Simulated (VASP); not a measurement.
# SiC (P6_3mc) in VASP: notebook

Runs on SiC. Level: PBE. Tasks: relaxation of cell and atoms, single point.

Everything below comes from runs of VASP 6.6.1. Logs are shortened: lines on timing, memory, paths and dates and some standing lists are left out, and cuts for length are marked.

## 1. The cell of the first run

It takes space group P6_3mc (No. 186, hexagonal). Conventional cell: a = 3.076 Å, b = 3.076 Å, c = 5.048 Å, α = 90.00°, β = 90.00°, γ = 120.00°. Within 2.5 Å of Si (site symmetry 3m) lie 4 C at 1.87 to 1.94 Å. Within 2.5 Å of C (site symmetry 3m) lie 4 Si at 1.87 to 1.94 Å.

## 2. Relaxation of cell and atoms, PBE

The input, INCAR:

```
PREC     = Accurate       # precision mode
ENCUT    = 600            # plane-wave cutoff, eV
EDIFF    = 1E-7           # SCF threshold, eV
ISMEAR   = 0              # smearing method
SIGMA    = 0.1            # smearing width, eV
LREAL    = False          # projectors in reciprocal space
LASPH    = True           # aspherical terms in the spheres
NELM     = 100            # most SCF steps
ALGO     = Normal         # electronic algorithm
ISIF     = 3              # what is computed and relaxed
LWAVE    = False          # write WAVECAR
LCHARG   = False          # write CHGCAR
GGA      = PE             # functional
IBRION   = 2              # ionic algorithm
NSW      = 90             # ionic steps
EDIFFG   = -0.04          # ionic threshold
```

The input, KPOINTS:

```
regular mesh
0
Gamma
  6 6 4
```

The input, POSCAR:

```
SiC
1.0
    3.0759982300      0.0000000000      0.0000000000
   -1.5379991200      2.6638926100      0.0000000000
    0.0000000000      0.0000000000      5.0479998600
Si C
2 2
Direct
    0.3333333300      0.6666666700      0.0000000000
    0.6666666700      0.3333333300      0.5000000000
    0.3333333300      0.6666666700      0.3849999900
    0.6666666700      0.3333333300      0.8849999900
```

Potentials or basis: VASP PAW PBE potentials, release 64 (Si, C).

Run with:

```console
> cat potpaw_PBE.64/Si/POTCAR potpaw_PBE.64/C/POTCAR > POTCAR
> mpirun -np 1 vasp_std > vasp.out
```

OUTCAR:

```text
PREC = Accurate
   ENCUT = 600
   EDIFF = 1E-7
   ISMEAR = 0
   LREAL = False
   LASPH = True
   NELM = 100
   ISIF = 3
   GGA = PE
   IBRION = 2
   NSW = 90
   EDIFFG = -0.04

 ion  position               nearest neighbor table
   1  0.333  0.667  0.000-   4 1.87   4 1.87   4 1.87   3 1.94   2 3.09   2 3.09   2 3.09   2 3.09
                             2 3.09   2 3.09
   2  0.667  0.333  0.500-   3 1.87   3 1.87   3 1.87   4 1.94   1 3.09   1 3.09   1 3.09   1 3.09
                             1 3.09   1 3.09
   3  0.333  0.667  0.385-   2 1.87   2 1.87   2 1.87   1 1.94
   4  0.667  0.333  0.885-   1 1.87   1 1.87   1 1.87   2 1.94

  LATTYP: Found a hexagonal cell.
 ALAT       =     3.0759982300
 C/A-ratio  =     1.6410932265

  Lattice vectors:

 A1 = (   3.0759982300,   0.0000000000,   0.0000000000)
 A2 = (  -1.5379991200,   2.6638926100,   0.0000000000)
 A3 = (   0.0000000000,   0.0000000000,   5.0479998600)

Analysis of symmetry for initial positions (statically):
=====================================================================
 Subroutine PRICEL returns:
 Original cell was already a primitive cell.

 Routine SETGRP: Setting up the symmetry group for a
 hexagonal supercell.

 Subroutine GETGRP returns: Found 12 space group operations
 (whereof  6 operations were pure point group operations)
 out of a pool of 24 trial point group operations.

The static configuration has the point symmetry C_3v.
 The point group associated with its full space group is C_6v.

Analysis of symmetry for dynamics (positions and initial velocities):
=====================================================================
 Subroutine PRICEL returns:
 Original cell was already a primitive cell.

 Routine SETGRP: Setting up the symmetry group for a
 hexagonal supercell.

 Subroutine GETGRP returns: Found 12 space group operations
 (whereof  6 operations were pure point group operations)
 out of a pool of 24 trial point group operations.

The dynamic configuration has the point symmetry C_3v.
 The point group associated with its full space group is C_6v.

 Subroutine INISYM returns: Found 12 space group operations
 (whereof  6 operations are pure point group operations),
 and found     1 'primitive' translations

----------------------------------------------------------------------------------------

                                     Primitive cell

  volume of cell :      41.3640

  direct lattice vectors                    reciprocal lattice vectors
     3.075998230  0.000000000  0.000000000     0.325097716  0.187695255  0.000000000
    -1.537999120  2.663892610  0.000000000     0.000000000  0.375390508  0.000000000
     0.000000000  0.000000000  5.047999860     0.000000000  0.000000000  0.198098262

  length of vectors
     3.075998230  3.075998233  5.047999860     0.375390508  0.375390508  0.198098262

  position of ions in fractional coordinates (direct lattice)
     0.333333330  0.666666670  0.000000000
     0.666666670  0.333333330  0.500000000
     0.333333330  0.666666670  0.384999990
     0.666666670  0.333333330  0.884999990

  ion indices of the primitive-cell ions
   primitive index   ion index
                 1           1
                 2           2
                 3           3
                 4           4

----------------------------------------------------------------------------------------

 KPOINTS: regular mesh

Automatic generation of k-mesh.
 Grid dimensions read from file:
 generate k-points for:    6    6    4

 Generating k-lattice:

  Cartesian coordinates                     Fractional coordinates (reciprocal lattice)
     0.054182953  0.031282542  0.000000000     0.166666667 -0.000000000  0.000000000
     0.000000000  0.062565085  0.000000000     0.000000000  0.166666667  0.000000000
     0.000000000  0.000000000  0.049524566     0.000000000  0.000000000  0.250000000

  Length of vectors
     0.062565085  0.062565085  0.049524566

  Shift w.r.t. Gamma in fractional coordinates (k-lattice)
     0.000000000  0.000000000  0.000000000

 Subroutine IBZKPT returns following result:
 ===========================================

 Found     21 irreducible k-points:

 Following reciprocal coordinates:
            Coordinates               Weight
  0.000000  0.000000  0.000000      1.000000
  0.166667  0.000000  0.000000      6.000000
  0.333333  0.000000  0.000000      6.000000
  0.500000  0.000000  0.000000      3.000000
  0.166667  0.166667  0.000000      6.000000
  0.333333  0.166667  0.000000     12.000000
[... 13 lines left out ...]
  0.333333  0.166667  0.500000     12.000000
  0.333333  0.333333  0.500000      2.000000
   k-points           NKPTS =     21   k-points in BZ     NKDIM =     21   number of bands    NBANDS=     12
   number of dos      NEDOS =    301   number of ions     NIONS =      4
   total plane-waves  NPLWV =  31360
   dimension x,y,z NGX =    28 NGY =   28 NGZ =   40
   dimension x,y,z NGXF=    56 NGYF=   56 NGZF=   80
   ions per type =               2   2
   NGX,Y,Z   is equivalent  to a cutoff of  15.13, 15.13, 13.17 a.u.
   NGXF,Y,Z  is equivalent  to a cutoff of  30.27, 30.27, 26.35 a.u.
 SYSTEM =  unknown system
   PREC   = accura    normal or accurate (medium, high low for compatibility)
   ISTART =      0    job   : 0-new  1-cont  2-samecut
   ICHARG =      2    charge: 1-file 2-atom 10-const
   ISPIN  =      1    spin polarized calculation?
   LNONCOLLINEAR =      F non collinear calculations
   LSORBIT =      F    spin-orbit coupling
   LASPH  =      T    aspherical Exc in radial PAW
   ENCUT  =  600.0 eV  44.10 Ry    6.64 a.u.   6.14  6.14 10.08*2*pi/ulx,y,z
   NELM   =    100;   NELMIN=  2; NELMDL= -5     # of ELM steps
   EDIFF  = 0.1E-06   stopping-criterion for ELM
   LREAL  =      F    real-space projection
   EDIFFG = -.4E-01   stopping-criterion for IOM
   NSW    =     90    number of steps for IOM
   IBRION =      2    ionic relax: 0-MD 1-quasi-New 2-CG
   NFREE  =      1    steps in history (QN), initial steepest desc. (CG)
   ISIF   =      3    stress and relaxation
   ISYM   =      2    0-nonsym 1-usesym 2-fastsym
   POTIM  = 0.5000    time-step for ionic-motion
   TEBEG  =    0.0;   TEEND  =   0.0 temperature during run
   PSTRESS=    0.0 pullay stress
   NELECT =      16.0000    total number of electrons
   NUPDOWN=      -1.0000    fix difference up-down
   EMIN   =  10.00;   EMAX   =-10.00  energy-range for DOS
   EFERMI =   0.00;   METHOD = LEGACY
   ISMEAR =     0;   SIGMA  =   0.10  broadening in eV -4-tet -1-fermi 0-gaus
   EFERMI_NEDOS =   21; number of points for ismear=-14 and -15
   IALGO  =     38    algorithm
   IMIX   =      4    mixing-type and parameters
     AMIX     =   0.40;   BMIX     =  1.00
     AMIX_MAG =   1.60;   BMIX_MAG =  1.00
  volume/ion in A,a.u.               =      10.34        69.78
  Fermi-wavevector in a.u.,A,eV,Ry     =   1.192818  2.254099 19.358564  1.422814
  Thomas-Fermi vector in A             =   2.328847
   LORBIT       =      0    0 simple, 1 ext, 2 COOP (PROOUT), +10 PAW based schemes
   GGA     = PE    functional components
   LHFCALC =     F    Hartree Fock is set to
   AEXX    =    0.0000 exact exchange contribution
   IVDW    =     0    specifies the selected vdW correction
   LEPSILON=     F    determine dielectric tensor
   LRPA    =     F    only Hartree local field effects (RPA)
 conjugate gradient relaxation of ions
 non-spin polarized calculation
 Gauss-broadening in eV      SIGMA  =   0.10
  energy-cutoff  :      600.00
  volume of cell :       41.36
 maximum number of plane-waves:      1404
 NGX is ok and might be reduce to    28
   NGX = 13   NGY = 13   NGZ = 21

--------------------------------------- Ionic step        1  -------------------------------------------

 number of electron      16.0000001 magnetization

 Free energy of the ion-electron system (eV)
  ---------------------------------------------------
  ext. energy  EPLUGINS =         0.00000000
  ---------------------------------------------------
  free energy    TOTEN  =       -30.06040545 eV

  energy without entropy =      -30.06040545  energy(sigma->0) =      -30.06040545

------------------------ aborting loop because EDIFF is reached ----------------------------------------

  FORCE on cell =-STRESS in cart. coord.  units (eV):
  Direction    XX          YY          ZZ          XY          YZ          ZX
  --------------------------------------------------------------------------------------
  -------------------------------------------------------------------------------------
  Total        1.3317793      1.3317793      0.0457304     -0.0000000      0.0000000      0.0000000
  in kB       51.5846787     51.5846787      1.7713070     -0.0000001      0.0000000      0.0000000
  external PRESSURE =      34.9802215 kB  Pullay stress =       0.0000000 kB

 VOLUME and BASIS-vectors are now :
 -----------------------------------------------------------------------------
  energy-cutoff  :      600.00
  volume of cell :       41.36
      direct lattice vectors                 reciprocal lattice vectors
     3.075998230  0.000000000  0.000000000     0.325097716  0.187695255  0.000000000
    -1.537999120  2.663892610  0.000000000     0.000000000  0.375390508  0.000000000
     0.000000000  0.000000000  5.047999860     0.000000000  0.000000000  0.198098262
[... 77 lines left out ...]
 POSITION                                       TOTAL-FORCE (eV/Angst)
 -----------------------------------------------------------------------------------
     -0.00000      1.79055      0.01844        -0.000000     -0.000000      0.083683
      1.55067      0.89528      2.54316         0.000000      0.000000      0.083683
     -0.00000      1.79055      1.92559         0.000000     -0.000000     -0.083683
      1.55067      0.89528      4.45030        -0.000000      0.000000     -0.083683
 -----------------------------------------------------------------------------------
    total drift:                               -0.000004      0.000003      0.001146

  FREE ENERGIE OF THE ION-ELECTRON SYSTEM (eV)
  ---------------------------------------------------
  free  energy   TOTEN  =       -30.0990182753 eV

  energy  without entropy=      -30.0990182753  energy(sigma->0) =      -30.09901828

--------------------------------------- Ionic step        4  -------------------------------------------

 number of electron      16.0000000 magnetization

 Free energy of the ion-electron system (eV)
  ---------------------------------------------------
  ext. energy  EPLUGINS =         0.00000000
  ---------------------------------------------------
  free energy    TOTEN  =       -30.10191210 eV

  energy without entropy =      -30.10191210  energy(sigma->0) =      -30.10191210

 E-fermi :   8.5808     XC(G=0): -11.2863

 val. band max:        8.1030772615   @ k =   0.0000   0.0000   0.0000
 cond. band min:      10.3923021879   @ k =   0.3333   0.3333   0.0000
 fundamental gap:      2.2892249264
 Fermi energy:         8.5808227536

 k-point     1 :       0.0000    0.0000    0.0000
  band No.  band energies     occupation
      1      -7.3561      2.00000
      2      -3.8436      2.00000
      3      -0.5217      2.00000
      4       6.7935      2.00000
      5       6.7935      2.00000
      6       7.9811      2.00000
      7       8.1031      2.00000
      8       8.1031      2.00000
      9      12.7868      0.00000
     10      14.1501      0.00000
     11      14.6804      0.00000
     12      14.6804      0.00000

 k-point     2 :       0.1667    0.0000    0.0000
  band No.  band energies     occupation
      1      -6.8824      2.00000
      2      -3.4452      2.00000
      3      -0.0942      2.00000
      4       4.6362      2.00000
      5       6.1140      2.00000
      6       6.5243      2.00000
      7       7.6225      2.00000
      8       7.8152      2.00000
      9      12.9047      0.00000
     10      14.7365      0.00000
     11      15.1232      0.00000
     12      15.2926      0.00000
[... 305 lines left out ...]
 POSITION                                       TOTAL-FORCE (eV/Angst)
 -----------------------------------------------------------------------------------
     -0.00000      1.78427      0.02384         0.000000     -0.000000     -0.024664
      1.54522      0.89213      2.56066        -0.000000     -0.000000     -0.024664
     -0.00000      1.78427      1.92951         0.000000      0.000000      0.024664
      1.54522      0.89213      4.46633        -0.000000      0.000000      0.024664
 -----------------------------------------------------------------------------------
    total drift:                               -0.000004      0.000003      0.000133

  FREE ENERGIE OF THE ION-ELECTRON SYSTEM (eV)
  ---------------------------------------------------
  free  energy   TOTEN  =       -30.1019121048 eV

  energy  without entropy=      -30.1019121048  energy(sigma->0) =      -30.10191210

 reached required accuracy - stopping structural energy minimisation
```

Wall time 67 s (1 thread of Intel Xeon 8259CL, shared host); peak memory 0.17 GiB.

What came out:

```yaml
Free_energy: -30.1019 eV
Relaxed_volume: 10.49 Å³/atom
Relaxed_cell: a = 3.090 Å, b = 3.090 Å, c = 5.074 Å, α = 90.00°, β = 90.00°, γ = 120.00°
Space_group_after_relaxing_to_0.05_Å: P6_3mc (No. 186)
Energy_gained_by_relaxing: 10.4 meV/atom
Ionic_steps: 4
Pressure_after_relaxing: 0.1 GPa
Largest_force_after_relaxing: 0.025 eV/Å
Band_gap_on_the_k_mesh: 2.29 eV, indirect (least direct gap 3.94 eV)
```

Forces on the atoms (eV/Å):
```
Si   0.000  0.000 -0.025
Si   0.000  0.000 -0.025
C    0.000  0.000  0.025
C    0.000  0.000  0.025
```

Stress tensor (GPa, compression positive):
```
 0.13  0.00  0.00
 0.00  0.13  0.00
 0.00  0.00 -0.09
```

Step by step:
| step | energy change (eV) | largest force (eV/Å) | pressure (GPa) | volume (Å³) |
| --- | --- | --- | --- | --- |
| 1 | 0.0000 | 0.7450 | 3.50 | 41.36 |
| 2 | -0.0027 | 0.6235 | -3.41 | 42.73 |
| 3 | -0.0386 | 0.0837 | -0.43 | 42.06 |
| 4 | -0.0415 | 0.0247 | 0.06 | 41.97 |

Final structure:
```yaml
crystal:
  lattice:
    - [3.09045, 0.00000, 0.00000]
    - [-1.54522, 2.67640, 0.00000]
    - [0.00000, 0.00000, 5.07364]
  atoms:
    - { symbol: Si, position: [0.33333, 0.66667, 0.00470] }
    - { symbol: Si, position: [0.66667, 0.33333, 0.50470] }
    - { symbol: C, position: [0.33333, 0.66667, 0.38030] }
    - { symbol: C, position: [0.66667, 0.33333, 0.88030] }
```

Levels at points of the mesh, in eV from the valence-band top:
| k point | band 6 | band 7 | band 8 | band 9 | band 10 | band 11 |
| --- | --- | --- | --- | --- | --- | --- |
| (0.00, 0.00, 0.00) | -0.12 | 0.00 | 0.00 | 4.68 | 6.05 | 6.58 |
| (0.50, 0.00, 0.00) | -3.29 | -3.25 | -1.19 | 2.75 | 4.20 | 6.76 |
| (0.00, 0.00, 0.50) | -0.71 | -0.71 | -0.71 | 5.77 | 5.77 | 7.27 |
| (0.50, 0.00, 0.50) | -2.43 | -2.32 | -2.32 | 3.25 | 3.25 | 5.19 |

## 3. Single point, PBE

This run uses another cell than the first one, of 10.50 Å³/atom, 1.015 times its volume.

The input, INCAR:

```
SYSTEM = SiC
  PREC = Accurate
  ENCUT = 520
  EDIFF = 1E-6
  ISMEAR = 0
  SIGMA = 0.02
  LREAL = .False.
  LASPH = .True.
  NELM = 60
  ALGO = Normal
  ISIF = 2
  LWAVE = .False.
  LCHARG = .False.
  GGA = PE
  NBANDS = 16
```

The input, KPOINTS:

```
regular mesh
0
Gamma
  12 12 6
  0 0 0
```

The input, POSCAR:

```
SiC
1.0
    3.0917664133      0.0000000000      0.0000000000
   -1.5458832067      2.6775482565      0.0000000000
    0.0000000000      0.0000000000      5.0740211586
Si C
2 2
Direct
    0.3333333333      0.6666666667      0.0045635261
    0.6666666667      0.3333333333      0.5045635261
    0.3333333333      0.6666666667      0.3804364639
    0.6666666667      0.3333333333      0.8804364639
```

Potentials or basis: VASP PAW PBE potentials, release 64 (Si, C).

Run with:

```console
> cat potpaw_PBE.64/Si/POTCAR potpaw_PBE.64/C/POTCAR > POTCAR
> mpirun -np 1 vasp_std > vasp.out
```

Run time: 56 s. Hardware: 1 thread of Intel Xeon 8259CL, shared host; peak memory 0.18 GiB.

The run converged. Its results:

```yaml
Free_energy: -30.1103 eV
Pressure: 0.0 GPa
Largest_force: 0.003 eV/Å
Band_gap_on_the_k_mesh: 2.30 eV, indirect (least direct gap 3.94 eV)
```

Forces in eV/Å, atoms in the order of the input:
```
Si   0.000  0.000  0.003
Si   0.000  0.000  0.003
C    0.000  0.000 -0.003
C    0.000  0.000 -0.003
```

Levels at points of the mesh, in eV from the valence-band top:
```tsv
k point	band 5	band 6	band 7	band 8	band 9	band 10	band 11	band 12
(0.00, 0.00, 0.00)	-1.31	-0.11	0.00	0.00	4.68	6.05	6.58	6.58
(0.50, 0.00, 0.00)	-5.37	-3.29	-3.24	-1.19	2.75	4.21	6.76	7.07
(0.00, 0.00, 0.50)	-0.71	-0.71	-0.71	-0.71	5.76	5.76	7.27	7.27
(0.50, 0.00, 0.50)	-2.42	-2.42	-2.31	-2.31	3.25	3.25	5.19	5.19
```

(Continued in part 2 of 3.)
